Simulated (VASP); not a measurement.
# As in VASP: single point with PBE+D3(BJ)

Aim: the single point of As with PBE+D3(BJ).

Everything below comes from runs of VASP 6.6.1. Logs are shortened: lines on timing, memory, paths and dates and some standing lists are left out, and cuts for length are marked.

## 1. The cell of the first run

The cell holds a sheet with vacuum, 2 atoms: a = 3.571 Å, b = 3.571 Å, c = 26.600 Å, α = 90.00°, β = 90.00°, γ = 120.00°.

## 2. Single point, PBE+D3(BJ)

File INCAR:

```
ALGO     = Normal         # electronic algorithm
DIPOL    = 0.5 0.5 0.289
EDIFF    = 1E-6           # SCF threshold, eV
ENCUT    = 400            # plane-wave cutoff, eV
GGA      = PE             # functional
GGA_COMPAT= False        
IDIPOL   = 3            
ISIF     = 2              # what is computed and relaxed
ISMEAR   = 0              # smearing method
IVDW     = 12             # dispersion correction
LASPH    = True           # aspherical terms in the spheres
LCHARG   = False          # write CHGCAR
LDIPOL   = True         
LREAL    = False          # projectors in reciprocal space
LWAVE    = False          # write WAVECAR
NBANDS   = 12             # bands
NELM     = 120            # most SCF steps
NELMDL   = -8           
PREC     = Accurate       # precision mode
SIGMA    = 0.03           # smearing width, eV
```

File KPOINTS:

```
k-points
0
Gamma
  12 12 1
```

File POSCAR:

```
As
1.0
    3.5708954754      0.0000000000      0.0000000000
   -1.7854477377      3.0924861959      0.0000000000
    0.0000000000      0.0000000000     26.6000000028
As
2
Direct
    0.3333333333      0.6666666667      0.2631908320
    0.6666666667      0.3333333333      0.3157565363
```

Potentials or basis: VASP PAW PBE potentials, release 64 (As).

Command:

```console
> cat potpaw_PBE.64/As/POTCAR > POTCAR
> mpirun -np 1 vasp_std > vasp.out
```

OUTCAR:

```text
EDIFF = 1E-6
   ENCUT = 400
   GGA = PE
   ISIF = 2
   ISMEAR = 0
   IVDW = 12
   LASPH = True
   LREAL = False
   NELM = 120
   NELMDL = -8
   PREC = Accurate
 IVDW          = 12

 ion  position               nearest neighbor table
   1  0.333  0.667  0.263-   2 2.49   2 2.49   2 2.49
   2  0.667  0.333  0.316-   1 2.49   1 2.49   1 2.49

  LATTYP: Found a hexagonal cell.
 ALAT       =     3.5708954754
 C/A-ratio  =     7.4491119065

  Lattice vectors:

 A1 = (   3.5708954754,   0.0000000000,   0.0000000000)
 A2 = (  -1.7854477377,   3.0924861959,   0.0000000000)
 A3 = (   0.0000000000,   0.0000000000,  26.6000000028)

Analysis of symmetry for initial positions (statically):
=====================================================================
 Subroutine PRICEL returns:
 Original cell was already a primitive cell.

 Routine SETGRP: Setting up the symmetry group for a
 hexagonal supercell.

 Subroutine GETGRP returns: Found 12 space group operations
 (whereof  6 operations were pure point group operations)
 out of a pool of 24 trial point group operations.

The static configuration has the point symmetry C_3v.
 The point group associated with its full space group is D_3d.

Analysis of symmetry for dynamics (positions and initial velocities):
=====================================================================
 Subroutine PRICEL returns:
 Original cell was already a primitive cell.

 Routine SETGRP: Setting up the symmetry group for a
 hexagonal supercell.

 Subroutine GETGRP returns: Found 12 space group operations
 (whereof  6 operations were pure point group operations)
 out of a pool of 24 trial point group operations.

The dynamic configuration has the point symmetry C_3v.
 The point group associated with its full space group is D_3d.

 Subroutine INISYM returns: Found 12 space group operations
 (whereof  6 operations are pure point group operations),
 and found     1 'primitive' translations

----------------------------------------------------------------------------------------

                                     Primitive cell

  volume of cell :     293.7423

  direct lattice vectors                    reciprocal lattice vectors
     3.570895475  0.000000000  0.000000000     0.280041801  0.161682209  0.000000000
    -1.785447738  3.092486196  0.000000000     0.000000000  0.323364418  0.000000000
     0.000000000  0.000000000 26.600000003     0.000000000  0.000000000  0.037593985

  length of vectors
     3.570895475  3.570895475 26.600000003     0.323364418  0.323364418  0.037593985

  position of ions in fractional coordinates (direct lattice)
     0.333333333  0.666666667  0.263190832
     0.666666667  0.333333333  0.315756536

  ion indices of the primitive-cell ions
   primitive index   ion index
                 1           1
                 2           2

----------------------------------------------------------------------------------------

 KPOINTS: k-points

Automatic generation of k-mesh.
 Grid dimensions read from file:
 generate k-points for:   12   12    1

 Generating k-lattice:

  Cartesian coordinates                     Fractional coordinates (reciprocal lattice)
     0.023336817  0.013473517  0.000000000     0.083333333  0.000000000  0.000000000
     0.000000000  0.026947035  0.000000000     0.000000000  0.083333333  0.000000000
     0.000000000  0.000000000  0.037593985     0.000000000  0.000000000  1.000000000

  Length of vectors
     0.026947035  0.026947035  0.037593985

  Shift w.r.t. Gamma in fractional coordinates (k-lattice)
     0.000000000  0.000000000  0.000000000

 Subroutine IBZKPT returns following result:
 ===========================================

 Found     19 irreducible k-points:

 Following reciprocal coordinates:
            Coordinates               Weight
  0.000000  0.000000  0.000000      1.000000
  0.083333  0.000000  0.000000      6.000000
  0.166667 -0.000000  0.000000      6.000000
  0.250000  0.000000  0.000000      6.000000
  0.333333  0.000000  0.000000      6.000000
  0.416667  0.000000  0.000000      6.000000
[... 11 lines left out ...]
  0.333333  0.250000  0.000000     12.000000
  0.333333  0.333333  0.000000      2.000000
   k-points           NKPTS =     19   k-points in BZ     NKDIM =     19   number of bands    NBANDS=     12
   number of dos      NEDOS =    301   number of ions     NIONS =      2
   total plane-waves  NPLWV = 103680
   dimension x,y,z NGX =    24 NGY =   24 NGZ =  180
   dimension x,y,z NGXF=    48 NGYF=   48 NGZF=  360
   ions per type =               2
   NGX,Y,Z   is equivalent  to a cutoff of  11.17, 11.17, 11.25 a.u.
   NGXF,Y,Z  is equivalent  to a cutoff of  22.35, 22.35, 22.50 a.u.
 SYSTEM =  unknown system
   PREC   = accura    normal or accurate (medium, high low for compatibility)
   ISTART =      0    job   : 0-new  1-cont  2-samecut
   ICHARG =      2    charge: 1-file 2-atom 10-const
   ISPIN  =      1    spin polarized calculation?
   LNONCOLLINEAR =      F non collinear calculations
   LSORBIT =      F    spin-orbit coupling
   LASPH  =      T    aspherical Exc in radial PAW
   ENCUT  =  400.0 eV  29.40 Ry    5.42 a.u.   5.82  5.82 43.38*2*pi/ulx,y,z
   NELM   =    120;   NELMIN=  2; NELMDL= -8     # of ELM steps
   EDIFF  = 0.1E-05   stopping-criterion for ELM
   LREAL  =      F    real-space projection
[... 7 lines left out ...]
   TEBEG  =    0.0;   TEEND  =   0.0 temperature during run
   PSTRESS=    0.0 pullay stress
   NELECT =      10.0000    total number of electrons
   NUPDOWN=      -1.0000    fix difference up-down
   EMIN   =  10.00;   EMAX   =-10.00  energy-range for DOS
   EFERMI =   0.00;   METHOD = LEGACY
   ISMEAR =     0;   SIGMA  =   0.03  broadening in eV -4-tet -1-fermi 0-gaus
   EFERMI_NEDOS =   21; number of points for ismear=-14 and -15
   IALGO  =     38    algorithm
   IMIX   =      4    mixing-type and parameters
     AMIX     =   0.40;   BMIX     =  1.00
     AMIX_MAG =   1.60;   BMIX_MAG =  1.00
  volume/ion in A,a.u.               =     146.87       991.14
  Fermi-wavevector in a.u.,A,eV,Ry     =   0.530582  1.002655  3.830277  0.281517
  Thomas-Fermi vector in A             =   1.553210
   LORBIT       =      0    0 simple, 1 ext, 2 COOP (PROOUT), +10 PAW based schemes
   GGA     = PE    functional components
   LHFCALC =     F    Hartree Fock is set to
   AEXX    =    0.0000 exact exchange contribution
   IVDW    =    12    specifies the selected vdW correction
   LEPSILON=     F    determine dielectric tensor
   LRPA    =     F    only Hartree local field effects (RPA)
 non-spin polarized calculation
 Gauss-broadening in eV      SIGMA  =   0.03
  energy-cutoff  :      400.00
  volume of cell :      293.74
 maximum number of plane-waves:      5380
 NGX is ok and might be reduce to    24
   NGX = 11   NGY = 11   NGZ = 87

 dipolmoment           0.000000      0.000000     -0.000005 electrons x Angstroem

 number of electron      10.0000000 magnetization

 dipolmoment           0.000000      0.000000      0.000000 electrons x Angstroem

 Free energy of the ion-electron system (eV)
  ---------------------------------------------------
  ext. energy  EPLUGINS =         0.00000000
  ---------------------------------------------------
  free energy    TOTEN  =        -9.32823578 eV

  energy without entropy =       -9.32823578  energy(sigma->0) =       -9.32823578

 E-fermi :  -3.6550     XC(G=0):  -1.9859

 val. band max:       -3.8443032155   @ k =   0.0000   0.0000   0.0000
 cond. band min:      -2.2958161719   @ k =   0.3333   0.0000   0.0000
 fundamental gap:      1.5484870436
 Fermi energy:        -3.6550154272

 k-point     1 :       0.0000    0.0000    0.0000
  band No.  band energies     occupation
      1     -17.5281      2.00000
      2     -11.1285      2.00000
      3      -4.5395      2.00000
      4      -3.8443      2.00000
      5      -3.8443      2.00000
      6      -1.8090      0.00000
      7      -0.3275      0.00000
      8      -0.3275      0.00000
      9       0.9148      0.00000
     10       1.1717      0.00000
     11       1.6022      0.00000
     12       1.9050      0.00000

 k-point     2 :       0.0833    0.0000    0.0000
  band No.  band energies     occupation
      1     -17.4334      2.00000
      2     -11.1095      2.00000
      3      -4.7608      2.00000
      4      -4.4907      2.00000
      5      -4.0591      2.00000
      6      -1.2059      0.00000
      7      -0.4274      0.00000
      8      -0.1105      0.00000
      9       1.0552      0.00000
     10       1.2844      0.00000
     11       1.7113      0.00000
     12       2.0177      0.00000

 k-point     3 :       0.1667   -0.0000    0.0000
  band No.  band energies     occupation
      1     -17.1521      2.00000
      2     -11.1001      2.00000
      3      -6.1305      2.00000
      4      -4.5333      2.00000
      5      -4.3812      2.00000
      6      -1.5926      0.00000
      7       0.2811      0.00000
      8       0.3100      0.00000
      9       1.4009      0.00000
     10       1.6361      0.00000
     11       2.0356      0.00000
     12       2.3441      0.00000

 k-point     4 :       0.2500    0.0000    0.0000
  band No.  band energies     occupation
      1     -16.6942      2.00000
      2     -11.2665      2.00000
      3      -7.1848      2.00000
      4      -5.0329      2.00000
      5      -4.3649      2.00000
      6      -2.1605      0.00000
      7       0.4715      0.00000
      8       0.6052      0.00000
      9       1.7516      0.00000
     10       2.1645      0.00000
     11       2.5713      0.00000
     12       2.8509      0.00000

 k-point     5 :       0.3333    0.0000    0.0000
  band No.  band energies     occupation
      1     -16.0859      2.00000
      2     -11.8102      2.00000
      3      -7.6163      2.00000
      4      -5.4376      2.00000
      5      -4.6881      2.00000
      6      -2.2958      0.00000
      7      -0.0508      0.00000
      8       0.6957      0.00000
      9       2.4331      0.00000
     10       2.6371      0.00000
     11       3.2436      0.00000
     12       3.5952      0.00000
[... 153 lines left out ...]
      1     -14.7282      2.00000
      2     -13.1792      2.00000
      3      -7.7313      2.00000
      4      -6.4106      2.00000
      5      -5.5204      2.00000
      6      -1.2718      0.00000
      7      -0.1867      0.00000
      8       0.2822      0.00000
      9       2.8939      0.00000
     10       4.8202      0.00000
     11       4.9365      0.00000
     12       5.1656      0.00000

 k-point    17 :       0.2500    0.2500    0.0000
  band No.  band energies     occupation
      1     -15.1805      2.00000
      2     -12.6095      2.00000
      3      -7.7039      2.00000
      4      -6.9123      2.00000
      5      -4.9880      2.00000
      6      -1.3084      0.00000
      7      -0.4134      0.00000
      8       1.0824      0.00000
      9       3.6269      0.00000
     10       3.6455      0.00000
     11       4.2570      0.00000
     12       4.6009      0.00000

 k-point    18 :       0.3333    0.2500    0.0000
  band No.  band energies     occupation
      1     -14.5243      2.00000
      2     -13.2722      2.00000
      3      -8.1243      2.00000
      4      -6.4185      2.00000
      5      -5.4891      2.00000
      6      -1.7055      0.00000
      7       0.1951      0.00000
      8       0.8232      0.00000
      9       3.8921      0.00000
     10       4.4760      0.00000
     11       4.6946      0.00000
     12       5.2272      0.00000

 k-point    19 :       0.3333    0.3333    0.0000
  band No.  band energies     occupation
      1     -13.8806      2.00000
      2     -13.8806      2.00000
      3      -8.3641      2.00000
      4      -5.9327      2.00000
      5      -5.9327      2.00000
      6      -1.9603      0.00000
      7       0.6905      0.00000
      8       0.6905      0.00000
      9       4.1904      0.00000
     10       5.1260      0.00000
     11       5.1260      0.00000
     12       5.9012      0.00000

------------------------ aborting loop because EDIFF is reached ----------------------------------------

 vacuum level on the upper side and lower side of the slab       (xc-potential included)        -0.008        -0.008

 Edisp (eV)   -0.42372

 E8    (eV) :    -0.1923

  FORCE on cell =-STRESS in cart. coord.  units (eV):
  Direction    XX          YY          ZZ          XY          YZ          ZX
  --------------------------------------------------------------------------------------
  -------------------------------------------------------------------------------------
  Total       0.07151     0.07151     0.11801    -0.00000     0.00000     0.00000
  in kB       0.39005     0.39005     0.64368    -0.00000     0.00000     0.00000
  external pressure =        0.47 kB  Pullay stress =        0.00 kB

 VOLUME and BASIS-vectors are now :
 -----------------------------------------------------------------------------
  energy-cutoff  :      400.00
  volume of cell :      293.74
      direct lattice vectors                 reciprocal lattice vectors
     3.570895475  0.000000000  0.000000000     0.280041801  0.161682209  0.000000000
    -1.785447738  3.092486196  0.000000000     0.000000000  0.323364418  0.000000000
     0.000000000  0.000000000 26.600000003     0.000000000  0.000000000  0.037593985

 POSITION                                       TOTAL-FORCE (eV/Angst)
 -----------------------------------------------------------------------------------
     -0.00000      2.06166      7.00088        -0.000000      0.000000     -0.089797
      1.78545      1.03083      8.39912         0.000000     -0.000000      0.089797
 -----------------------------------------------------------------------------------
    total drift:                                0.000000     -0.000000      0.000002

  FREE ENERGIE OF THE ION-ELECTRON SYSTEM (eV)
  ---------------------------------------------------
  free  energy   TOTEN  =        -9.7519606668 eV

  energy  without entropy=       -9.7519606668  energy(sigma->0) =       -9.75196067

 vacuum level on the upper side and lower side of the slab         1.430         1.429
```

Wall time 63 s (1 thread of Intel Xeon Platinum 8375C at 2.90GHz (Ice Lake), shared host); peak memory 0.3 GiB.

What came out:

```
Free energy                : -9.7520 eV
Largest force              : 0.090 eV/Å
Band gap on the k mesh     : 1.55 eV (least direct gap 2.04 eV)
Dispersion energy per atom : -0.212 eV
```

Forces in eV/Å, atoms in the order of the input:
```
As   0.000  0.000 -0.090
As   0.000  0.000  0.090
```
